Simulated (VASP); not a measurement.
# HC18N in VASP: notebook

The runs below take HC18N through single point, with PBE.

Program: VASP 6.6.1. These are calculated values, not measurements. Logs are shortened: lines on timing, memory, paths and dates and some standing lists are left out, and cuts for length are marked.

### Step 1. The cell of the first run

The cell holds a slab with vacuum, 20 atoms: a = 7.398 Å, b = 7.398 Å, c = 12.000 Å, α = 90.00°, β = 90.00°, γ = 120.00°.

### Step 2. Single point, PBE

Contents of INCAR:

```
SYSTEM = HC18N
PREC = Accurate
ENCUT = 520
EDIFF = 1E-6
ISMEAR = 0
SIGMA = 0.05
LREAL = Auto
LASPH = .True.
NELM = 60
ALGO = Normal
ISIF = 2
LWAVE = .False.
LCHARG = .False.
GGA = PE
NBANDS = 55
```

Contents of KPOINTS:

```
Automatic mesh
0
Gamma
  2 2 1
  0 0 0
```

Contents of POSCAR:

```
HC18N
1.0
    7.3980000000      0.0000000000      0.0000000000
   -3.6990000000      6.4068560000      0.0000000000
    0.0000000000      0.0000000000     12.0000000000
C N H
18 1 1
Direct
   -0.0197094657     -0.0131577797      0.0808515000
    0.2020979173      0.1030241666      0.1095437500
   -0.0133354164      0.3220815327      0.0764960833
    0.2095682558      0.4327412697      0.0758785000
   -0.0121351778      0.6555060704      0.0840057500
    0.2082447706      0.7616376894      0.0894446667
    0.3226666495     -0.0144925998      0.1164727500
    0.5464963534      0.1006685650      0.0903366667
    0.3208737606      0.3265753124      0.0847115833
    0.5419318444      0.4327066193      0.0834555000
    0.3197713109      0.6562268607      0.0785061667
    0.5427027417      0.7660337613      0.0786980000
    0.6518784398     -0.0110857806      0.0777266667
    0.8752639508      0.0989658578      0.0735245000
    0.6536994753      0.3214259849      0.0847330833
    0.8767553914      0.4324061599      0.0795927500
    0.6527717827      0.6555770880      0.0785929167
    0.8755895249      0.7665532049      0.0813104167
    0.2429818019      0.0377127252      0.2192622500
    0.3581951404      0.1691099347      0.2576892500
```

Potentials or basis: VASP PAW PBE potentials, release 64 (C, N, H).

Launch:

```bash
> cat potpaw_PBE.64/C/POTCAR potpaw_PBE.64/N/POTCAR potpaw_PBE.64/H/POTCAR > POTCAR
> mpirun -np 1 vasp_std > vasp.out
```

OUTCAR:

```text
SYSTEM = HC18N
   PREC = Accurate
   ENCUT = 520
   EDIFF = 1E-6
   ISMEAR = 0
   LREAL = Auto
   LASPH = .True.
   NELM = 60
   ISIF = 2
   GGA = PE

 ion  position               nearest neighbor table
   1  0.980  0.987  0.081-  14 1.39  18 1.41   2 1.46
   2  0.202  0.103  0.110-   1 1.46   9 1.46  19 1.48   7 1.53
   3  0.987  0.322  0.076-  16 1.41   4 1.43  14 1.43
   4  0.210  0.433  0.076-   9 1.40   3 1.43  11 1.43
   5  0.988  0.656  0.084-   6 1.41  16 1.43  18 1.43
   6  0.208  0.762  0.089-  11 1.40   5 1.41   7 1.47
   7  0.323  0.986  0.116-   8 1.47   6 1.47  19 1.50   2 1.53
   8  0.546  0.101  0.090-  13 1.40  15 1.42   7 1.47
   9  0.321  0.327  0.085-   4 1.40  10 1.42   2 1.46
  10  0.542  0.433  0.083-   9 1.42  17 1.43  15 1.43
  11  0.320  0.656  0.079-   6 1.40  12 1.43   4 1.43
  12  0.543  0.766  0.079-  17 1.41  13 1.43  11 1.43
  13  0.652  0.989  0.078-   8 1.40  12 1.43  14 1.43
  14  0.875  0.099  0.074-   1 1.39   3 1.43  13 1.43
  15  0.654  0.321  0.085-   8 1.42  10 1.43  16 1.43
  16  0.877  0.432  0.080-   3 1.41   5 1.43  15 1.43
  17  0.653  0.656  0.079-  12 1.41  18 1.43  10 1.43
  18  0.876  0.767  0.081-   1 1.41  17 1.43   5 1.43
  19  0.243  0.038  0.219-  20 1.03   2 1.48   7 1.50
  20  0.358  0.169  0.258-  19 1.03

  LATTYP: Found a hexagonal cell.
 ALAT       =     7.3980000000
 C/A-ratio  =     1.6220600162

  Lattice vectors:

 A1 = (   7.3980000000,   0.0000000000,   0.0000000000)
 A2 = (  -3.6990000000,   6.4068560000,   0.0000000000)
 A3 = (   0.0000000000,   0.0000000000,  12.0000000000)

Analysis of symmetry for initial positions (statically):
=====================================================================
 Subroutine PRICEL returns:
 Original cell was already a primitive cell.

 Routine SETGRP: Setting up the symmetry group for a
 hexagonal supercell.

 Subroutine GETGRP returns: Found  1 space group operations
 (whereof  1 operations were pure point group operations)
 out of a pool of 24 trial point group operations.

The static configuration has the point symmetry C_1 .

Analysis of symmetry for dynamics (positions and initial velocities):
=====================================================================
 Subroutine PRICEL returns:
 Original cell was already a primitive cell.

 Routine SETGRP: Setting up the symmetry group for a
 hexagonal supercell.

 Subroutine GETGRP returns: Found  1 space group operations
 (whereof  1 operations were pure point group operations)
 out of a pool of 24 trial point group operations.

The dynamic configuration has the point symmetry C_1 .

 Subroutine INISYM returns: Found  1 space group operations
 (whereof  1 operations are pure point group operations),
 and found     1 'primitive' translations

----------------------------------------------------------------------------------------

                                     Primitive cell

  volume of cell :     568.7750

  direct lattice vectors                    reciprocal lattice vectors
     7.398000000  0.000000000  0.000000000     0.135171668  0.078041398  0.000000000
    -3.699000000  6.406856000  0.000000000     0.000000000  0.156082796  0.000000000
     0.000000000  0.000000000 12.000000000     0.000000000  0.000000000  0.083333333

  length of vectors
     7.398000000  7.398000054 12.000000000     0.156082797  0.156082796  0.083333333

  position of ions in fractional coordinates (direct lattice)
     0.980290534  0.986842220  0.080851500
     0.202097917  0.103024167  0.109543750
     0.986664584  0.322081533  0.076496083
     0.209568256  0.432741270  0.075878500
     0.987864822  0.655506070  0.084005750
     0.208244771  0.761637689  0.089444667
[... 12 lines left out ...]
     0.242981802  0.037712725  0.219262250
     0.358195140  0.169109935  0.257689250

  ion indices of the primitive-cell ions
   primitive index   ion index
                 1           1
                 2           2
                 3           3
                 4           4
                 5           5
                 6           6
[... 12 lines left out ...]
                19          19
                20          20

----------------------------------------------------------------------------------------

 KPOINTS: Automatic mesh

Automatic generation of k-mesh.
 Grid dimensions read from file:
 generate k-points for:    2    2    1

 Generating k-lattice:

  Cartesian coordinates                     Fractional coordinates (reciprocal lattice)
     0.067585834  0.039020699  0.000000000     0.500000000  0.000000000  0.000000000
     0.000000000  0.078041398  0.000000000     0.000000000  0.500000000  0.000000000
     0.000000000  0.000000000  0.083333333     0.000000000  0.000000000  1.000000000

  Length of vectors
     0.078041399  0.078041398  0.083333333

  Shift w.r.t. Gamma in fractional coordinates (k-lattice)
     0.000000000  0.000000000  0.000000000

 Subroutine IBZKPT returns following result:
[... 40 lines left out ...]
   NUPDOWN=      -1.0000    fix difference up-down
   EMIN   =  10.00;   EMAX   =-10.00  energy-range for DOS
   EFERMI =   0.00;   METHOD = LEGACY
   ISMEAR =     0;   SIGMA  =   0.05  broadening in eV -4-tet -1-fermi 0-gaus
   EFERMI_NEDOS =   21; number of points for ismear=-14 and -15
   IALGO  =     38    algorithm
   IMIX   =      4    mixing-type and parameters
     AMIX     =   0.40;   BMIX     =  1.00
     AMIX_MAG =   1.60;   BMIX_MAG =  1.00
  volume/ion in A,a.u.               =      28.44       191.91
  Fermi-wavevector in a.u.,A,eV,Ry     =   0.844228  1.595359  9.697146  0.712720
  Thomas-Fermi vector in A             =   1.959222
   LORBIT       =      0    0 simple, 1 ext, 2 COOP (PROOUT), +10 PAW based schemes
   GGA     = PE    functional components
   LHFCALC =     F    Hartree Fock is set to
   AEXX    =    0.0000 exact exchange contribution
   IVDW    =     0    specifies the selected vdW correction
   LEPSILON=     F    determine dielectric tensor
   LRPA    =     F    only Hartree local field effects (RPA)
 non-spin polarized calculation
 Gauss-broadening in eV      SIGMA  =   0.05
  energy-cutoff  :      520.00
  volume of cell :      568.78
 maximum number of plane-waves:     15363
 NGX is ok and might be reduce to    56
   NGX = 27   NGY = 27   NGZ = 45

 number of electron      78.0000002 magnetization

 Free energy of the ion-electron system (eV)
  ---------------------------------------------------
  ext. energy  EPLUGINS =         0.00000000
  ---------------------------------------------------
  free energy    TOTEN  =      -175.07890252 eV

  energy without entropy =     -175.07711679  energy(sigma->0) =     -175.07800965

 E-fermi :  -1.5786     XC(G=0):  -3.8323

 val. band max:       -1.6504638847   @ k =   0.0000   0.0000   0.0000
 cond. band min:      -1.5067042558   @ k =   0.0000   0.0000   0.0000
 fundamental gap:      0.1437596290
 Fermi energy:        -1.5785840703

 k-point     1 :       0.0000    0.0000    0.0000
  band No.  band energies     occupation
      1     -22.6075      2.00000
      2     -20.6076      2.00000
      3     -18.6728      2.00000
      4     -18.6358      2.00000
      5     -18.5757      2.00000
      6     -18.5554      2.00000
[... 43 lines left out ...]
     50       4.2551      0.00000
     51       4.3840      0.00000

 k-point     2 :       0.5000    0.0000    0.0000
  band No.  band energies     occupation
      1     -22.5617      2.00000
      2     -20.4945      2.00000
      3     -19.9234      2.00000
      4     -19.2316      2.00000
      5     -18.3696      2.00000
      6     -16.7856      2.00000
[... 43 lines left out ...]
     50       4.0623      0.00000
     51       4.2205      0.00000

 k-point     3 :       0.0000    0.5000    0.0000
  band No.  band energies     occupation
      1     -22.5614      2.00000
      2     -20.4956      2.00000
      3     -19.9252      2.00000
      4     -19.2334      2.00000
      5     -18.3600      2.00000
      6     -16.7813      2.00000
[... 43 lines left out ...]
     50       4.0902      0.00000
     51       4.2208      0.00000

 k-point     4 :       0.5000    0.5000    0.0000
  band No.  band energies     occupation
      1     -22.5596      2.00000
      2     -20.5341      2.00000
      3     -19.8802      2.00000
      4     -19.2397      2.00000
      5     -18.3198      2.00000
      6     -16.8364      2.00000
[... 43 lines left out ...]
     50       4.2177      0.00000
     51       4.4869      0.00000
 [bands above 51 left out]

------------------------ aborting loop because EDIFF is reached ----------------------------------------

  FORCE on cell =-STRESS in cart. coord.  units (eV):
  Direction    XX          YY          ZZ          XY          YZ          ZX
  --------------------------------------------------------------------------------------
  -------------------------------------------------------------------------------------
  Total        2.8948305      5.5365604     -0.2197676      2.7444228     -0.1904224      0.9868845
  in kB        8.1544221     15.5958872     -0.6190614      7.7307399     -0.5363991      2.7799460
  external PRESSURE =       7.7104160 kB  Pullay stress =       0.0000000 kB

 VOLUME and BASIS-vectors are now :
 -----------------------------------------------------------------------------
  energy-cutoff  :      520.00
  volume of cell :      568.78
      direct lattice vectors                 reciprocal lattice vectors
     7.398000000  0.000000000  0.000000000     0.135171668  0.078041398  0.000000000
    -3.699000000  6.406856000  0.000000000     0.000000000  0.156082796  0.000000000
     0.000000000  0.000000000 12.000000000     0.000000000  0.000000000  0.083333333

 POSITION                                       TOTAL-FORCE (eV/Angst)
 -----------------------------------------------------------------------------------
      3.60186      6.32256      0.97022        -0.013867      0.016075      0.025443
      1.11403      0.66006      1.31453        -0.052034      0.029835     -0.087493
      6.10797      2.06353      0.91795        -0.031929      0.000749      0.006773
     -0.05032      2.77251      0.91054        -0.035752      0.001350     -0.003487
      4.88351      4.19973      1.00807        -0.045568      0.014442     -0.003719
     -1.27670      4.87970      1.07334        -0.027228     -0.001588     -0.028362
[... 12 lines left out ...]
      1.65808      0.24162      2.63115         0.233216     -0.030359      0.070471
      2.02439      1.08346      3.09227         0.288526     -0.057871     -0.077751
 -----------------------------------------------------------------------------------
    total drift:                               -0.012438     -0.032224      0.008691

  FREE ENERGIE OF THE ION-ELECTRON SYSTEM (eV)
  ---------------------------------------------------
  free  energy   TOTEN  =      -175.0789025189 eV

  energy  without entropy=     -175.0771167880  energy(sigma->0) =     -175.07800965
```

It took 2.9 min on 1 thread of Intel Xeon 6975P-C (Granite Rapids), shared host; peak memory 0.59 GiB.

What came out:

```yaml
Free_energy: -175.0789 eV
Largest_force: 0.304 eV/Å
Band_gap_on_the_k_mesh: 0.14 eV, direct
```

Forces in eV/Å, atoms in the order of the input:
```
C   -0.014  0.016  0.025
C   -0.052  0.030 -0.087
C   -0.032  0.001  0.007
C   -0.036  0.001 -0.003
C   -0.046  0.014 -0.004
C   -0.027 -0.002 -0.028
C    0.022 -0.035 -0.022
C   -0.030  0.007  0.005
C   -0.022 -0.007 -0.013
C   -0.033  0.006  0.004
C   -0.024 -0.002 -0.005
C   -0.037  0.014  0.020
C   -0.032  0.003  0.024
C   -0.029  0.011  0.025
C   -0.036  0.009  0.009
C   -0.038  0.011  0.017
C   -0.031  0.007  0.013
C   -0.025  0.003  0.021
N    0.233 -0.030  0.070
H    0.289 -0.058 -0.078
```

Levels at points of the mesh, in eV from the valence-band top:
```csv
k point,band 36,band 37,band 38,band 39,band 40,band 41,band 42,band 43
"(0.00, 0.00, 0.00)",-2.90,-2.70,-0.88,0.00,0.14,1.23,3.17,3.43
"(0.50, 0.00, 0.00)",-2.54,-2.39,-2.22,-1.43,1.38,2.09,2.54,2.61
"(0.00, 0.50, 0.00)",-2.54,-2.40,-2.19,-1.45,1.38,2.08,2.55,2.61
"(0.50, 0.50, 0.00)",-2.55,-2.42,-2.17,-0.90,0.62,2.05,2.51,2.83
```

Caveat: the k points lie up to 0.49 Å⁻¹ apart.

### Step 3. Single point, PBE

Contents of INCAR:

```
ALGO     = Normal         # electronic algorithm
EDIFF    = 1E-6           # SCF threshold, eV
ENCUT    = 520            # plane-wave cutoff, eV
GGA      = PE             # functional
ISIF     = 2              # what is computed and relaxed
ISMEAR   = 0              # smearing method
LASPH    = T              # aspherical terms in the spheres
LCHARG   = F              # write CHGCAR
LREAL    = Auto         
LWAVE    = F              # write WAVECAR
NBANDS   = 55             # bands
NELM     = 100            # most SCF steps
PREC     = Accurate       # precision mode
SIGMA    = 0.05           # smearing width, eV
```

Contents of KPOINTS:

```
k-points
0
Gamma
  2 2 1
```

Contents of POSCAR:

```
HC18N
1.0
    7.3980000000      0.0000000000      0.0000000000
   -3.6990000000      6.4068560000      0.0000000000
    0.0000000000      0.0000000000     12.0000000000
C N H
18 1 1
Direct
   -0.0104652695     -0.0106050456      0.0781103333
    0.2103290807      0.1028246928      0.0864180833
   -0.0093404035      0.3225135698      0.0784892500
    0.2104601394      0.4325307140      0.0788563333
   -0.0105463690      0.6540754155      0.0780275000
    0.2096506697      0.7609896336      0.0863687500
    0.3160911238     -0.0150015858      0.1117989167
    0.5528817965      0.1034118763      0.1118638333
    0.3212157185      0.3201802881      0.0831637500
    0.5477814909      0.4334626843      0.0831690000
    0.3210469902      0.6555013879      0.0834883333
    0.5479529164      0.7689653084      0.0835114167
    0.6593392782     -0.0141584265      0.0864660000
    0.8795310873      0.0991086736      0.0781065833
    0.6586739519      0.3269997016      0.0864816667
    0.8794526460      0.4343529806      0.0781334167
    0.6585422501      0.6565727402      0.0788406667
    0.8783431741      0.7663554480      0.0784435000
    0.4344066494      0.0370882380      0.2189082500
    0.4342954065      0.1650485043      0.2521870833
```

Potentials or basis: VASP PAW PBE potentials, release 64 (C, N, H).

Launch:

```bash
> cat potpaw_PBE.64/C/POTCAR potpaw_PBE.64/N/POTCAR potpaw_PBE.64/H/POTCAR > POTCAR
> mpirun -np 1 vasp_std > vasp.out
```

Wall time 2.3 min (1 thread of Intel Xeon 6975P-C (Granite Rapids), shared host); peak memory 0.59 GiB.

The run converged. Its results:

```
Free energy            : -175.1483 eV
Largest force          : 0.081 eV/Å
Band gap on the k mesh : 0.24 eV, direct
```

Forces on the atoms (eV/Å):
```
C    0.000 -0.006 -0.002
C    0.007 -0.005 -0.007
C   -0.010 -0.010  0.005
C    0.003  0.003 -0.008
C   -0.007  0.012  0.003
C    0.000  0.009 -0.004
C   -0.035 -0.028 -0.038
C    0.043  0.007 -0.032
C    0.010  0.008  0.002
C   -0.008 -0.006 -0.001
C    0.008  0.013 -0.002
C   -0.005 -0.009 -0.003
C    0.000  0.005 -0.008
C   -0.004  0.005 -0.005
C    0.007 -0.004 -0.010
C    0.004 -0.009 -0.003
C   -0.006 -0.004  0.000
C    0.006  0.004  0.004
N   -0.008  0.009  0.080
H   -0.004  0.008  0.026
```

Levels at points of the mesh, in eV from the valence-band top:
| k point | band 35 | band 36 | band 37 | band 38 | band 39 | band 40 | band 41 | band 42 | band 43 | band 44 |
| --- | --- | --- | --- | --- | --- | --- | --- | --- | --- | --- |
| (0.00, 0.00, 0.00) | -3.07 | -3.01 | -2.68 | -0.84 | 0.00 | 0.24 | 1.32 | 3.27 | 3.44 | 4.44 |
| (0.50, 0.00, 0.00) | -2.63 | -2.55 | -2.40 | -2.12 | -0.86 | 0.74 | 2.14 | 2.60 | 2.91 | 3.71 |
| (0.00, 0.50, 0.00) | -2.69 | -2.51 | -2.32 | -2.12 | -1.41 | 1.51 | 2.11 | 2.60 | 2.62 | 3.87 |
| (0.50, 0.50, 0.00) | -2.69 | -2.51 | -2.32 | -2.12 | -1.41 | 1.51 | 2.11 | 2.60 | 2.62 | 3.87 |

Caveat: the k points lie up to 0.49 Å⁻¹ apart.

### Step 4. Single point, PBE

Contents of INCAR:

```
PREC = Accurate
ENCUT = 520
EDIFF = 1E-6
ISMEAR = 0
SIGMA = 0.05
LREAL = Auto
LASPH = True
NELM = 60
ALGO = Normal
ISIF = 2
LWAVE = False
LCHARG = False
GGA = PE
NBANDS = 55
```

Contents of KPOINTS:

```
regular mesh
0
Gamma
  2 2 1
```

Contents of POSCAR:

```
HC18N
1.0
    7.3980000000      0.0000000000      0.0000000000
   -3.6990000000      6.4068560000      0.0000000000
    0.0000000000      0.0000000000     12.0000000000
C N H
18 1 1
Direct
   -0.0172422095     -0.0150015858      0.1117989167
    0.2195484631      0.1034118763      0.1118638333
   -0.0121176148      0.3201802881      0.0831637500
    0.2144481575      0.4334626843      0.0831690000
   -0.0122863431      0.6555013879      0.0834883333
    0.2146195831      0.7689653084      0.0835114167
    0.3260059449     -0.0141584265      0.0864660000
    0.5461977539      0.0991086736      0.0781065833
    0.3253406186      0.3269997016      0.0864816667
    0.5461193127      0.4343529806      0.0781334167
    0.3252089167      0.6565727402      0.0788406667
    0.5450098408      0.7663554480      0.0784435000
    0.6562013972     -0.0106050456      0.0781103333
    0.8769957473      0.1028246928      0.0864180833
    0.6573262632      0.3225135698      0.0784892500
    0.8771268060      0.4325307140      0.0788563333
    0.6561202976      0.6540754155      0.0780275000
    0.8763173364      0.7609896336      0.0863687500
    0.1010733161      0.0370882380      0.2189082500
    0.1009620732      0.1650485043      0.2521870833
```

Launch:

```bash
> cat potpaw_PBE.64/C/POTCAR potpaw_PBE.64/N/POTCAR potpaw_PBE.64/H/POTCAR > POTCAR
> mpirun -np 1 vasp_std > vasp.out
```

Wall time 2.5 min (1 thread of Intel Xeon 6975P-C (Granite Rapids), shared host); peak memory 0.59 GiB.

The run converged. Its results:

```yaml
Free_energy: -175.1483 eV
Largest_force: 0.081 eV/Å
Band_gap_on_the_k_mesh: 0.24 eV, direct
```

Forces on the atoms (eV/Å):
```
C   -0.033 -0.023 -0.031
C    0.041  0.015 -0.036
C    0.008  0.009 -0.001
C   -0.005 -0.007 -0.001
C    0.006  0.005  0.000
C   -0.007 -0.012 -0.005
C   -0.003  0.006 -0.008
C    0.003  0.008 -0.001
C    0.000 -0.005 -0.008
C    0.008 -0.011 -0.002
C   -0.004 -0.002 -0.007
C    0.007  0.007  0.003
C    0.004 -0.005  0.001
C    0.003 -0.004 -0.008
C   -0.011 -0.003  0.005
C    0.003  0.006 -0.003
C   -0.002  0.005 -0.002
C   -0.008 -0.003 -0.001
N   -0.006  0.008  0.080
H   -0.002  0.007  0.026
```

Levels at points of the mesh, in eV from the valence-band top:
| k point | band 37 | band 38 | band 39 | band 40 | band 41 | band 42 |
| --- | --- | --- | --- | --- | --- | --- |
| (0.00, 0.00, 0.00) | -2.68 | -0.84 | 0.00 | 0.24 | 1.32 | 3.27 |
| (0.50, 0.00, 0.00) | -2.40 | -2.12 | -0.86 | 0.74 | 2.14 | 2.60 |
| (0.00, 0.50, 0.00) | -2.32 | -2.12 | -1.41 | 1.51 | 2.11 | 2.60 |
| (0.50, 0.50, 0.00) | -2.32 | -2.12 | -1.41 | 1.51 | 2.11 | 2.60 |

Caveat: the k points lie up to 0.49 Å⁻¹ apart.
